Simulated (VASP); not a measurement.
# AlN in VASP: further runs

AlN is run at these levels: PBE, r2SCAN; tasks: single point.

Program: VASP 6.6.1. These are calculated values, not measurements. Logs are shortened: lines on timing, memory, paths and dates and some standing lists are left out, and cuts for length are marked.

### Step 1. The cell of the first run

It takes space group R-3m (No. 166, trigonal). The conventional cell has a = 2.969 Å, b = 2.969 Å, c = 6.956 Å, α = 90.00°, β = 90.00°, γ = 120.00°. Within 2.7 Å of Al (site symmetry -3m) lie 6 N at 2.07 Å. Within 2.7 Å of N (site symmetry -3m) lie 6 Al at 2.07 Å.

### Step 2. Single point, PBE (epitaxial 111 strain +4.0%)

Contents of INCAR:

```
SYSTEM = AlN
PREC = Accurate
ENCUT = 520
EDIFF = 1E-6
ISMEAR = 0
SIGMA = 0.01
LREAL = .FALSE.
LASPH = .TRUE.
NELM = 80
ALGO = Normal
ISIF = 2
LWAVE = .FALSE.
LCHARG = .FALSE.
GGA = PE
NBANDS = 11
```

Contents of KPOINTS:

```
regular mesh
0
G
  6 6 6
  0 0 0
```

Contents of POSCAR:

```
AlN
1.0
   -0.0610761238      2.0385470846      2.0385470846
    2.0385470846     -0.0610761238      2.0385470846
    2.0385470846      2.0385470846     -0.0610761238
Al N
1 1
Direct
    0.0000000000      0.0000000000      0.0000000000
    0.5000000000      0.5000000000      0.5000000000
```

Potentials or basis: VASP PAW PBE potentials, release 64 (Al, N).

Launch:

```sh
$ cat potpaw_PBE.64/Al/POTCAR potpaw_PBE.64/N/POTCAR > POTCAR
$ mpirun -np 1 vasp_std > vasp.out
```

OUTCAR:

```text
SYSTEM = AlN
   PREC = Accurate
   ENCUT = 520
   EDIFF = 1E-6
   ISMEAR = 0
   LREAL = .FALSE.
   LASPH = .TRUE.
   NELM = 80
   ISIF = 2
   GGA = PE

 ion  position               nearest neighbor table
   1  0.000  0.000  0.000-   2 2.07   2 2.07   2 2.07   2 2.07   2 2.07   2 2.07
   2  0.500  0.500  0.500-   1 2.07   1 2.07   1 2.07   1 2.07   1 2.07   1 2.07

  LATTYP: Found a trigonal (rhomboedric) cell.
 ALAT       =     2.8835878216
 COS(alpha) =     0.4698285172

  Lattice vectors:

 A1 = (  -0.0610761238,   2.0385470846,   2.0385470846)
 A2 = (   2.0385470846,  -0.0610761238,   2.0385470846)
 A3 = (   2.0385470846,   2.0385470846,  -0.0610761238)

Analysis of symmetry for initial positions (statically):
=====================================================================
 Subroutine PRICEL returns:
 Original cell was already a primitive cell.

 Routine SETGRP: Setting up the symmetry group for a
 trigonal (rhombohedral) supercell.

 Subroutine GETGRP returns: Found 12 space group operations
 (whereof 12 operations were pure point group operations)
 out of a pool of 12 trial point group operations.

The static configuration has the point symmetry D_3d.

Analysis of symmetry for dynamics (positions and initial velocities):
=====================================================================
 Subroutine PRICEL returns:
 Original cell was already a primitive cell.

 Routine SETGRP: Setting up the symmetry group for a
 trigonal (rhombohedral) supercell.

 Subroutine GETGRP returns: Found 12 space group operations
 (whereof 12 operations were pure point group operations)
 out of a pool of 12 trial point group operations.

The dynamic configuration has the point symmetry D_3d.

 Subroutine INISYM returns: Found 12 space group operations
 (whereof 12 operations are pure point group operations),
 and found     1 'primitive' translations

----------------------------------------------------------------------------------------

                                     Primitive cell

  volume of cell :      17.7043

  direct lattice vectors                    reciprocal lattice vectors
    -0.061076124  2.038547085  2.038547085    -0.234516333  0.241759599  0.241759599
     2.038547085 -0.061076124  2.038547085     0.241759599 -0.234516333  0.241759599
     2.038547085  2.038547085 -0.061076124     0.241759599  0.241759599 -0.234516333

  length of vectors
     2.883587822  2.883587822  2.883587822     0.414600190  0.414600190  0.414600190

  position of ions in fractional coordinates (direct lattice)
     0.000000000  0.000000000  0.000000000
     0.500000000  0.500000000  0.500000000

  ion indices of the primitive-cell ions
   primitive index   ion index
                 1           1
                 2           2

----------------------------------------------------------------------------------------

 KPOINTS: regular mesh

Automatic generation of k-mesh.
 Grid dimensions read from file:
 generate k-points for:    6    6    6

 Generating k-lattice:

  Cartesian coordinates                     Fractional coordinates (reciprocal lattice)
    -0.039086055  0.040293266  0.040293266     0.166666667 -0.000000000 -0.000000000
     0.040293266 -0.039086055  0.040293266    -0.000000000  0.166666667 -0.000000000
     0.040293266  0.040293266 -0.039086055    -0.000000000 -0.000000000  0.166666667

  Length of vectors
     0.069100032  0.069100032  0.069100032

  Shift w.r.t. Gamma in fractional coordinates (k-lattice)
     0.000000000  0.000000000  0.000000000

 Subroutine IBZKPT returns following result:
 ===========================================

 Found     32 irreducible k-points:

 Following reciprocal coordinates:
            Coordinates               Weight
  0.000000  0.000000  0.000000      1.000000
  0.166667 -0.000000 -0.000000      6.000000
  0.333333  0.000000  0.000000      6.000000
  0.500000  0.000000  0.000000      3.000000
  0.166667  0.166667 -0.000000      6.000000
  0.333333  0.166667  0.000000     12.000000
[... 16 lines left out ...]
  0.500000  0.500000  0.166667      6.000000
 -0.333333  0.500000  0.166667     12.000000
 [... further k-points ...]
   k-points           NKPTS =     32   k-points in BZ     NKDIM =     32   number of bands    NBANDS=     11
   number of dos      NEDOS =    301   number of ions     NIONS =      2
   total plane-waves  NPLWV =  13824
   dimension x,y,z NGX =    24 NGY =   24 NGZ =   24
   dimension x,y,z NGXF=    48 NGYF=   48 NGZF=   48
   ions per type =               1   1
   NGX,Y,Z   is equivalent  to a cutoff of  13.84, 13.84, 13.84 a.u.
   NGXF,Y,Z  is equivalent  to a cutoff of  27.67, 27.67, 27.67 a.u.
 SYSTEM =  AlN
   PREC   = accura    normal or accurate (medium, high low for compatibility)
   ISTART =      0    job   : 0-new  1-cont  2-samecut
   ICHARG =      2    charge: 1-file 2-atom 10-const
   ISPIN  =      1    spin polarized calculation?
   LNONCOLLINEAR =      F non collinear calculations
   LSORBIT =      F    spin-orbit coupling
   LASPH  =      T    aspherical Exc in radial PAW
   ENCUT  =  520.0 eV  38.22 Ry    6.18 a.u.   5.36  5.36  5.36*2*pi/ulx,y,z
   NELM   =     80;   NELMIN=  2; NELMDL= -5     # of ELM steps
   EDIFF  = 0.1E-05   stopping-criterion for ELM
   LREAL  =      F    real-space projection
   EDIFFG = 0.1E-04   stopping-criterion for IOM
   NSW    =      0    number of steps for IOM
   IBRION =     -1    ionic relax: 0-MD 1-quasi-New 2-CG
   NFREE  =      0    steps in history (QN), initial steepest desc. (CG)
   ISIF   =      2    stress and relaxation
   ISYM   =      2    0-nonsym 1-usesym 2-fastsym
   POTIM  = 0.5000    time-step for ionic-motion
   TEBEG  =    0.0;   TEEND  =   0.0 temperature during run
   PSTRESS=    0.0 pullay stress
   NELECT =       8.0000    total number of electrons
   NUPDOWN=      -1.0000    fix difference up-down
   EMIN   =  10.00;   EMAX   =-10.00  energy-range for DOS
   EFERMI =   0.00;   METHOD = LEGACY
   ISMEAR =     0;   SIGMA  =   0.01  broadening in eV -4-tet -1-fermi 0-gaus
   EFERMI_NEDOS =   21; number of points for ismear=-14 and -15
   IALGO  =     38    algorithm
   IMIX   =      4    mixing-type and parameters
     AMIX     =   0.40;   BMIX     =  1.00
     AMIX_MAG =   1.60;   BMIX_MAG =  1.00
  volume/ion in A,a.u.               =       8.85        59.74
  Fermi-wavevector in a.u.,A,eV,Ry     =   1.256258  2.373983 21.472485  1.578183
  Thomas-Fermi vector in A             =   2.389974
   LORBIT       =      0    0 simple, 1 ext, 2 COOP (PROOUT), +10 PAW based schemes
   GGA     = PE    functional components
   LHFCALC =     F    Hartree Fock is set to
   AEXX    =    0.0000 exact exchange contribution
   IVDW    =     0    specifies the selected vdW correction
   LEPSILON=     F    determine dielectric tensor
   LRPA    =     F    only Hartree local field effects (RPA)
 non-spin polarized calculation
 Gauss-broadening in eV      SIGMA  =   0.01
  energy-cutoff  :      520.00
  volume of cell :       17.70
 maximum number of plane-waves:       501
 NGX is ok and might be reduce to    24
   NGX = 11   NGY = 11   NGZ = 11

 number of electron       8.0000000 magnetization

 Free energy of the ion-electron system (eV)
  ---------------------------------------------------
  ext. energy  EPLUGINS =         0.00000000
  ---------------------------------------------------
  free energy    TOTEN  =       -14.46885390 eV

  energy without entropy =      -14.46885390  energy(sigma->0) =      -14.46885390

 E-fermi :   9.5178     XC(G=0): -11.9672

 val. band max:        9.4765843302   @ k =   0.0000   0.0000   0.0000
 cond. band min:      12.9187167622   @ k =   0.5000   0.5000   0.0000
 fundamental gap:      3.4421324320
 Fermi energy:         9.5177656620

 k-point     1 :       0.0000    0.0000    0.0000
  band No.  band energies     occupation
      1      -7.8405      2.00000
      2       8.9220      2.00000
      3       8.9220      2.00000
      4       9.4766      2.00000
      5      13.7445      0.00000
      6      20.6046      0.00000
      7      20.6046      0.00000
      8      22.0285      0.00000
      9      25.7352      0.00000
     10      26.4169      0.00000
     11      26.4169      0.00000

 k-point     2 :       0.1667   -0.0000   -0.0000
  band No.  band energies     occupation
      1      -7.3256      2.00000
      2       6.6084      2.00000
      3       8.6804      2.00000
      4       9.1394      2.00000
      5      15.1063      0.00000
      6      19.3544      0.00000
      7      21.2005      0.00000
      8      22.0764      0.00000
      9      23.7067      0.00000
     10      24.5060      0.00000
     11      26.0997      0.00000

 k-point     3 :       0.3333    0.0000    0.0000
  band No.  band energies     occupation
      1      -5.9665      2.00000
      2       3.0215      2.00000
      3       8.2615      2.00000
      4       8.6496      2.00000
      5      15.2429      0.00000
      6      20.1969      0.00000
      7      20.2313      0.00000
      8      20.7239      0.00000
      9      24.9021      0.00000
     10      25.6117      0.00000
     11      27.0995      0.00000

 k-point     4 :       0.5000    0.0000    0.0000
  band No.  band energies     occupation
      1      -4.9131      2.00000
      2       1.1211      2.00000
      3       8.0769      2.00000
      4       8.4347      2.00000
      5      14.9374      0.00000
      6      19.5388      0.00000
      7      20.0934      0.00000
      8      21.1975      0.00000
      9      24.6200      0.00000
     10      28.1704      0.00000
     11      29.7003      0.00000
[... 239 lines left out ...]
 k-point    22 :      -0.1667    0.3333    0.1667
  band No.  band energies     occupation
      1      -4.9619      2.00000
      2       3.3347      2.00000
      3       5.4429      2.00000
      4       7.2681      2.00000
      5      16.5687      0.00000
      6      18.0593      0.00000
      7      19.0655      0.00000
      8      22.3428      0.00000
      9      25.2563      0.00000
     10      28.5876      0.00000
     11      32.2541      0.00000

 k-point    23 :       0.5000    0.5000    0.1667
  band No.  band energies     occupation
      1      -4.2020      2.00000
      2       2.8186      2.00000
      3       5.5620      2.00000
      4       6.5397      2.00000
      5      13.8351      0.00000
      6      16.8389      0.00000
      7      20.8228      0.00000
      8      23.2424      0.00000
      9      25.1739      0.00000
     10      31.5486      0.00000
     11      32.8996      0.00000

 k-point    24 :      -0.3333    0.5000    0.1667
  band No.  band energies     occupation
      1      -3.8498      2.00000
      2       2.9038      2.00000
      3       4.8212      2.00000
      4       5.6735      2.00000
      5      15.2506      0.00000
      6      17.3773      0.00000
      7      20.8989      0.00000
      8      22.0668      0.00000
      9      26.1101      0.00000
     10      29.8760      0.00000
     11      32.7452      0.00000

 [... further k-points ...]
[... 5 lines left out ...]
  --------------------------------------------------------------------------------------
  -------------------------------------------------------------------------------------
  Total       -1.2419685     -1.2419685     -1.2419685      0.8908161      0.8908161      0.8908161
  in kB     -112.3939075   -112.3939075   -112.3939075     80.6158152     80.6158152     80.6158152
  external PRESSURE =    -112.3939075 kB  Pullay stress =       0.0000000 kB

 VOLUME and BASIS-vectors are now :
 -----------------------------------------------------------------------------
  energy-cutoff  :      520.00
  volume of cell :       17.70
      direct lattice vectors                 reciprocal lattice vectors
    -0.061076124  2.038547085  2.038547085    -0.234516333  0.241759599  0.241759599
     2.038547085 -0.061076124  2.038547085     0.241759599 -0.234516333  0.241759599
     2.038547085  2.038547085 -0.061076124     0.241759599  0.241759599 -0.234516333

 POSITION                                       TOTAL-FORCE (eV/Angst)
 -----------------------------------------------------------------------------------
      0.00000      0.00000      0.00000         0.000000     -0.000000      0.000000
      2.00801      2.00801      2.00801        -0.000000      0.000000     -0.000000
 -----------------------------------------------------------------------------------
    total drift:                               -0.000000     -0.000000      0.000000

  FREE ENERGIE OF THE ION-ELECTRON SYSTEM (eV)
  ---------------------------------------------------
  free  energy   TOTEN  =       -14.4688538985 eV

  energy  without entropy=      -14.4688538985  energy(sigma->0) =      -14.46885390
```

It took 6.3 s on 1 thread of AMD EPYC 7R43 (Zen 3), shared host; peak memory 0.1 GiB.

What came out:

- Free energy: -14.4689 eV
- Pressure: -11.2 GPa
- Band gap on the k mesh: 3.44 eV, indirect (least direct gap 4.27 eV)

Stress tensor (GPa, compression positive):
```
-11.24   8.06   8.06
  8.06 -11.24   8.06
  8.06   8.06 -11.24
```

Caveat: the k points lie up to 0.43 Å⁻¹ apart; the cell differs from its parent crystal (epitaxial 111 strain +4.0%).

### Step 3. Single point, PBE (strain along [111] +0.5%)

Contents of INCAR:

```
SYSTEM = AlN
PREC = Accurate ; ENCUT = 520
EDIFF = 1E-6 ; ISMEAR = 0
SIGMA = 0.01 ; LREAL = .False.
LASPH = .True. ; NELM = 80
ALGO = Normal ; ISIF = 2
LWAVE = .False. ; LCHARG = .False.
GGA = PE ; NBANDS = 11
```

Contents of KPOINTS:

```
regular mesh
0
Gamma
  6 6 6
  0 0 0
```

Contents of POSCAR:

```
AlN
1.0
    0.0067295616      2.0255980312      2.0255980312
    2.0255980312      0.0067295616      2.0255980312
    2.0255980312      2.0255980312      0.0067295616
Al N
1 1
Direct
    0.0000000000      0.0000000000      0.0000000000
    0.5000000000      0.5000000000      0.5000000000
```

Potentials or basis: VASP PAW PBE potentials, release 64 (Al, N).

Launch:

```sh
$ cat potpaw_PBE.64/Al/POTCAR potpaw_PBE.64/N/POTCAR > POTCAR
$ mpirun -np 1 vasp_std > vasp.out
```

It took 6 s on 1 thread of AMD EPYC 7R43 (Zen 3), shared host; peak memory 0.1 GiB.

The run converged. Its results:

| Property | Result |
| --- | --- |
| Free energy | -14.5355 eV |
| Pressure | 4.7 GPa |
| Band gap on the k mesh | 4.57 eV, indirect (least direct gap 5.64 eV) |

Stress tensor (GPa, compression positive):
```
 4.75 -1.05 -1.05
-1.05  4.75 -1.05
-1.05 -1.05  4.75
```

Levels at points of the mesh, in eV from the valence-band top:
```
           k point  band 1  band 2  band 3  band 4  band 5  band 6  band 7  band 8
(0.00, 0.00, 0.00)  -17.57   -0.07    0.00    0.00    5.64   12.04   12.19   12.19
(0.50, 0.00, 0.00)  -14.30   -8.31   -1.13   -1.09    6.08   10.91   10.97   13.28
(0.50, 0.50, 0.00)  -13.33   -7.40   -2.85   -2.78    4.57    5.28   14.01   17.20
(0.50, 0.50, 0.50)  -14.34   -8.36   -1.06   -1.06    6.17   11.04   11.04   13.21
```

Caveat: the k points lie up to 0.45 Å⁻¹ apart; the cell differs from its parent crystal (strain along [111] +0.5%).

(Continued in part 2 of 2.)
